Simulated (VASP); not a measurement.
# Si4Sn (I4_1/a) in VASP: single point with PBE

Aim: the single point of Si4Sn with PBE.

Program: VASP 6.6.1. These are calculated values, not measurements. Logs are shortened: lines on timing, memory, paths and dates and some standing lists are left out, and cuts for length are marked.

**1. The cell of the first run**

Symmetry: I4_1/a, No. 88, tetragonal system. The conventional cell has a = 8.709 Å, b = 8.709 Å, c = 5.535 Å, α = 90.00°, β = 90.00°, γ = 90.00°. Within 3.0 Å of Si (site symmetry 1) lie 3 Si at 2.30 Å and 1 Sn at 2.53 Å. Sn (site symmetry -4) has 4 Si at 2.53 Å within 3.3 Å.

**2. Single point, PBE (20.99 Å³/atom)**

The input, INCAR:

```
SYSTEM = Si4Sn
PREC     = Accurate       ! precision mode
ENCUT    = 520            ! plane-wave cutoff, eV
EDIFF    = 1E-7           ! SCF threshold, eV
ISMEAR   = 0              ! smearing method
SIGMA    = 0.02           ! smearing width, eV
LREAL    = .False.        ! projectors in reciprocal space
LASPH    = .True.         ! aspherical terms in the spheres
NELM     = 80             ! most SCF steps
ALGO     = Normal         ! electronic algorithm
ISIF     = 2              ! what is computed and relaxed
LWAVE    = .False.        ! write WAVECAR
LCHARG   = .False.        ! write CHGCAR
GGA      = PE             ! functional
NBANDS   = 41             ! bands
```

The input, KPOINTS:

```
Automatic mesh
0
Gamma
  6 6 6
  0 0 0
```

The input, POSCAR:

```
Si4Sn
1.0
   -4.3545552925      4.3545552925      2.7674595174
    4.3545552925     -4.3545552925      2.7674595174
    4.3545552925      4.3545552925     -2.7674595174
Si Sn
8 2
Direct
    0.1673873093      0.0675244734      0.6861586353
    0.5826126907      0.1824755266      0.8138413647
    0.2312286740      0.4173873093      0.5998628360
    0.9324755266      0.6186341620      0.0998628360
    0.8175244734      0.6313658380      0.4001371640
    0.3686341620      0.7687713260      0.1861586353
    0.3813658380      0.4812286740      0.3138413647
    0.5187713260      0.8326126907      0.9001371640
    0.7500000000      0.2500000000      0.5000000000
    0.0000000000      0.0000000000      0.0000000000
```

Potentials or basis: VASP PAW PBE potentials, release 64 (Si, Sn_d).

The run is started by

```
cat potpaw_PBE.64/Si/POTCAR potpaw_PBE.64/Sn_d/POTCAR > POTCAR
mpirun -np 1 vasp_std > vasp.out
```

OUTCAR:

```text
SYSTEM = Si4Sn
   PREC = Accurate
   ENCUT = 520
   EDIFF = 1E-7
   ISMEAR = 0
   LREAL = .False.
   LASPH = .True.
   NELM = 80
   ISIF = 2
   GGA = PE

 ion  position               nearest neighbor table
   1  0.167  0.068  0.686-   2 2.30   3 2.30   5 2.30  10 2.53
   2  0.583  0.182  0.814-   1 2.30   8 2.30   4 2.30   9 2.53
   3  0.231  0.417  0.600-   8 2.30   1 2.30   7 2.30   9 2.53
   4  0.932  0.619  0.100-   5 2.30   2 2.30   6 2.30  10 2.53
   5  0.818  0.631  0.400-   4 2.30   1 2.30   7 2.30   9 2.53
   6  0.369  0.769  0.186-   7 2.30   8 2.30   4 2.30   9 2.53
   7  0.381  0.481  0.314-   6 2.30   3 2.30   5 2.30  10 2.53
   8  0.519  0.833  0.900-   3 2.30   2 2.30   6 2.30  10 2.53
   9  0.750  0.250  0.500-   5 2.53   6 2.53   3 2.53   2 2.53
  10  0.000  0.000  0.000-   4 2.53   7 2.53   8 2.53   1 2.53

  LATTYP: Found a body centered tetragonal cell.
 ALAT       =     8.7091105850
 C/A-ratio  =     0.6355320650

  Lattice vectors:

 A1 = (  -4.3545552925,   4.3545552925,   2.7674595174)
 A2 = (   4.3545552925,  -4.3545552925,   2.7674595174)
 A3 = (   4.3545552925,   4.3545552925,  -2.7674595174)

Analysis of symmetry for initial positions (statically):
=====================================================================
 Subroutine PRICEL returns:
 Original cell was already a primitive cell.

 Routine SETGRP: Setting up the symmetry group for a
 body centered tetragonal supercell.

 Subroutine GETGRP returns: Found  8 space group operations
 (whereof  4 operations were pure point group operations)
 out of a pool of 16 trial point group operations.

The static configuration has the point symmetry S_4 .
 The point group associated with its full space group is C_4h.

Analysis of symmetry for dynamics (positions and initial velocities):
=====================================================================
 Subroutine PRICEL returns:
 Original cell was already a primitive cell.

 Routine SETGRP: Setting up the symmetry group for a
 body centered tetragonal supercell.

 Subroutine GETGRP returns: Found  8 space group operations
 (whereof  4 operations were pure point group operations)
 out of a pool of 16 trial point group operations.

The dynamic configuration has the point symmetry S_4 .
 The point group associated with its full space group is C_4h.

 Subroutine INISYM returns: Found  8 space group operations
 (whereof  4 operations are pure point group operations),
 and found     1 'primitive' translations

----------------------------------------------------------------------------------------

                                     Primitive cell

  volume of cell :     209.9079

  direct lattice vectors                    reciprocal lattice vectors
    -4.354555292  4.354555292  2.767459517     0.000000000  0.114822288  0.180671116
     4.354555292 -4.354555292  2.767459517     0.114822288  0.000000000  0.180671116
     4.354555292  4.354555292 -2.767459517     0.114822288  0.114822288  0.000000000

  length of vectors
     6.751528403  6.751528403  6.751528403     0.214070572  0.214070572  0.162383236

  position of ions in fractional coordinates (direct lattice)
     0.167387309  0.067524473  0.686158635
     0.582612691  0.182475527  0.813841365
     0.231228674  0.417387309  0.599862836
     0.932475527  0.618634162  0.099862836
     0.817524473  0.631365838  0.400137164
     0.368634162  0.768771326  0.186158635
     0.381365838  0.481228674  0.313841365
     0.518771326  0.832612691  0.900137164
     0.750000000  0.250000000  0.500000000
     0.000000000  0.000000000  0.000000000

  ion indices of the primitive-cell ions
   primitive index   ion index
                 1           1
                 2           2
                 3           3
                 4           4
                 5           5
                 6           6
                 7           7
                 8           8
                 9           9
                10          10

----------------------------------------------------------------------------------------

 KPOINTS: Automatic mesh

Automatic generation of k-mesh.
 Grid dimensions read from file:
 generate k-points for:    6    6    6

 Generating k-lattice:

  Cartesian coordinates                     Fractional coordinates (reciprocal lattice)
     0.000000000  0.019137048  0.030111853     0.166666667 -0.000000000  0.000000000
     0.019137048  0.000000000  0.030111853    -0.000000000  0.166666667  0.000000000
     0.019137048  0.019137048  0.000000000     0.000000000  0.000000000  0.166666667

  Length of vectors
     0.035678429  0.035678429  0.027063873

  Shift w.r.t. Gamma in fractional coordinates (k-lattice)
     0.000000000  0.000000000  0.000000000

 Subroutine IBZKPT returns following result:
 ===========================================

 Found     36 irreducible k-points:

 Following reciprocal coordinates:
            Coordinates               Weight
  0.000000  0.000000  0.000000      1.000000
  0.166667  0.000000  0.000000      8.000000
  0.333333  0.000000 -0.000000      8.000000
  0.500000  0.000000 -0.000000      4.000000
  0.166667  0.166667  0.000000      8.000000
  0.333333  0.166667 -0.000000      8.000000
[... 16 lines left out ...]
 -0.333333  0.333333 -0.166667      4.000000
 -0.166667  0.333333  0.166667      8.000000
 [... further k-points ...]
   k-points           NKPTS =     36   k-points in BZ     NKDIM =     36   number of bands    NBANDS=     41
   number of dos      NEDOS =    301   number of ions     NIONS =     10
   total plane-waves  NPLWV = 125000
   dimension x,y,z NGX =    50 NGY =   50 NGZ =   50
   dimension x,y,z NGXF=   100 NGYF=  100 NGZF=  100
   ions per type =               8   2
   NGX,Y,Z   is equivalent  to a cutoff of  12.31, 12.31, 12.31 a.u.
   NGXF,Y,Z  is equivalent  to a cutoff of  24.62, 24.62, 24.62 a.u.
 SYSTEM =  Si4Sn
   PREC   = accura    normal or accurate (medium, high low for compatibility)
   ISTART =      0    job   : 0-new  1-cont  2-samecut
   ICHARG =      2    charge: 1-file 2-atom 10-const
   ISPIN  =      1    spin polarized calculation?
   LNONCOLLINEAR =      F non collinear calculations
   LSORBIT =      F    spin-orbit coupling
   LASPH  =      T    aspherical Exc in radial PAW
   ENCUT  =  520.0 eV  38.22 Ry    6.18 a.u.  12.55 12.55 12.55*2*pi/ulx,y,z
   NELM   =     80;   NELMIN=  2; NELMDL= -5     # of ELM steps
   EDIFF  = 0.1E-06   stopping-criterion for ELM
   LREAL  =      F    real-space projection
   EDIFFG = 0.1E-05   stopping-criterion for IOM
   NSW    =      0    number of steps for IOM
   IBRION =     -1    ionic relax: 0-MD 1-quasi-New 2-CG
   NFREE  =      0    steps in history (QN), initial steepest desc. (CG)
   ISIF   =      2    stress and relaxation
   ISYM   =      2    0-nonsym 1-usesym 2-fastsym
   POTIM  = 0.5000    time-step for ionic-motion
   TEBEG  =    0.0;   TEEND  =   0.0 temperature during run
   PSTRESS=    0.0 pullay stress
   NELECT =      60.0000    total number of electrons
   NUPDOWN=      -1.0000    fix difference up-down
   EMIN   =  10.00;   EMAX   =-10.00  energy-range for DOS
   EFERMI =   0.00;   METHOD = LEGACY
   ISMEAR =     0;   SIGMA  =   0.02  broadening in eV -4-tet -1-fermi 0-gaus
   EFERMI_NEDOS =   21; number of points for ismear=-14 and -15
   IALGO  =     38    algorithm
   IMIX   =      4    mixing-type and parameters
     AMIX     =   0.40;   BMIX     =  1.00
     AMIX_MAG =   1.60;   BMIX_MAG =  1.00
  volume/ion in A,a.u.               =      20.99       141.65
  Fermi-wavevector in a.u.,A,eV,Ry     =   1.078406  2.037892 15.823024  1.162959
  Thomas-Fermi vector in A             =   2.214344
   LORBIT       =      0    0 simple, 1 ext, 2 COOP (PROOUT), +10 PAW based schemes
   GGA     = PE    functional components
   LHFCALC =     F    Hartree Fock is set to
   AEXX    =    0.0000 exact exchange contribution
   IVDW    =     0    specifies the selected vdW correction
   LEPSILON=     F    determine dielectric tensor
   LRPA    =     F    only Hartree local field effects (RPA)
 non-spin polarized calculation
 Gauss-broadening in eV      SIGMA  =   0.02
  energy-cutoff  :      520.00
  volume of cell :      209.91
 maximum number of plane-waves:      5682
   NGX = 25   NGY = 25   NGZ = 25

 number of electron      59.9999996 magnetization

 Free energy of the ion-electron system (eV)
  ---------------------------------------------------
  ext. energy  EPLUGINS =         0.00000000
  ---------------------------------------------------
  free energy    TOTEN  =       -49.85479211 eV

  energy without entropy =      -49.85479211  energy(sigma->0) =      -49.85479211

 E-fermi :   6.7814     XC(G=0):  -9.6476

 val. band max:        6.6225158280   @ k =   0.0000   0.0000   0.0000
 cond. band min:       7.2117413555   @ k =   0.5000   0.5000   0.1667
 fundamental gap:      0.5892255275
 Fermi energy:         6.7814418572

 k-point     1 :       0.0000    0.0000    0.0000
  band No.  band energies     occupation
      1     -14.5626      2.00000
      2     -14.5626      2.00000
      3     -14.5622      2.00000
      4     -14.5622      2.00000
      5     -14.5571      2.00000
      6     -14.5556      2.00000
[... 33 lines left out ...]
     40      10.4357      0.00000
     41      10.4851      0.00000

 k-point     2 :       0.1667    0.0000    0.0000
  band No.  band energies     occupation
      1     -14.5631      2.00000
      2     -14.5631      2.00000
      3     -14.5621      2.00000
      4     -14.5620      2.00000
      5     -14.5569      2.00000
      6     -14.5555      2.00000
[... 33 lines left out ...]
     40      10.6554      0.00000
     41      10.8029      0.00000

 k-point     3 :       0.3333    0.0000   -0.0000
  band No.  band energies     occupation
      1     -14.5638      2.00000
      2     -14.5635      2.00000
      3     -14.5625      2.00000
      4     -14.5619      2.00000
      5     -14.5563      2.00000
      6     -14.5553      2.00000
[... 875 lines left out ...]
      2     -14.5627      2.00000
      3     -14.5624      2.00000
      4     -14.5623      2.00000
      5     -14.5560      2.00000
      6     -14.5554      2.00000
[... 33 lines left out ...]
     40      10.2133      0.00000
     41      11.3441      0.00000

 k-point    24 :      -0.1667    0.3333    0.1667
  band No.  band energies     occupation
      1     -14.5632      2.00000
      2     -14.5629      2.00000
      3     -14.5627      2.00000
      4     -14.5620      2.00000
      5     -14.5561      2.00000
      6     -14.5553      2.00000
[... 33 lines left out ...]
     40      10.6568      0.00000
     41      10.7550      0.00000

 [... further k-points ...]
[... 5 lines left out ...]
  --------------------------------------------------------------------------------------
  -------------------------------------------------------------------------------------
  Total       11.1440592     11.1440592     11.1177128     -0.0000003      0.0000000     -0.0000000
  in kB       85.0599468     85.0599468     84.8588509     -0.0000020      0.0000000     -0.0000000
  external PRESSURE =      84.9929148 kB  Pullay stress =       0.0000000 kB

 VOLUME and BASIS-vectors are now :
 -----------------------------------------------------------------------------
  energy-cutoff  :      520.00
  volume of cell :      209.91
      direct lattice vectors                 reciprocal lattice vectors
    -4.354555292  4.354555292  2.767459517     0.000000000  0.114822288  0.180671116
     4.354555292 -4.354555292  2.767459517     0.114822288  0.000000000  0.180671116
     4.354555292  4.354555292 -2.767459517     0.114822288  0.114822288  0.000000000

 POSITION                                       TOTAL-FORCE (eV/Angst)
 -----------------------------------------------------------------------------------
      2.55306      3.42277     -1.24881         0.003996     -0.008627     -0.002438
      1.80150      5.28634     -0.13492        -0.003996      0.008627      0.002438
      3.42277      1.80150      0.13492        -0.008627     -0.003996     -0.002438
     -0.93178      1.80150      4.01627        -0.008627     -0.003996      0.002438
      0.93178      2.55306      2.90238         0.008627      0.003996     -0.002438
      2.55306     -0.93178      2.63254         0.003996     -0.008627      0.002438
      1.80150      0.93178      1.51865        -0.003996      0.008627     -0.002438
      5.28634      2.55306      1.24881         0.008627      0.003996      0.002438
     -0.00000      4.35456      1.38373         0.000000     -0.000000      0.000000
      0.00000      0.00000      0.00000         0.000000     -0.000000      0.000000
 -----------------------------------------------------------------------------------
    total drift:                               -0.000000      0.000000      0.000000

  FREE ENERGIE OF THE ION-ELECTRON SYSTEM (eV)
  ---------------------------------------------------
  free  energy   TOTEN  =       -49.8547921086 eV

  energy  without entropy=      -49.8547921086  energy(sigma->0) =      -49.85479211
```

Wall time 3.6 min (1 thread of Intel Xeon 6975P-C (Granite Rapids), shared host); peak memory 0.47 GiB.

Results:

| Property | Result |
| --- | --- |
| Free energy | -49.8548 eV |
| Pressure | 8.5 GPa |
| Largest force | 0.010 eV/Å |
| Band gap on the k mesh | 0.59 eV (least direct gap 1.10 eV) |

Forces on the atoms (eV/Å):
```
Si   0.004 -0.009 -0.002
Si  -0.004  0.009  0.002
Si  -0.009 -0.004 -0.002
Si  -0.009 -0.004  0.002
Si   0.009  0.004 -0.002
Si   0.004 -0.009  0.002
Si  -0.004  0.009 -0.002
Si   0.009  0.004  0.002
Sn   0.000  0.000  0.000
Sn   0.000  0.000  0.000
```

Caveat: the cell stands under pressure; spin-orbit coupling is left out, which moves the levels of the heavy elements. A k mesh can miss the band edges.
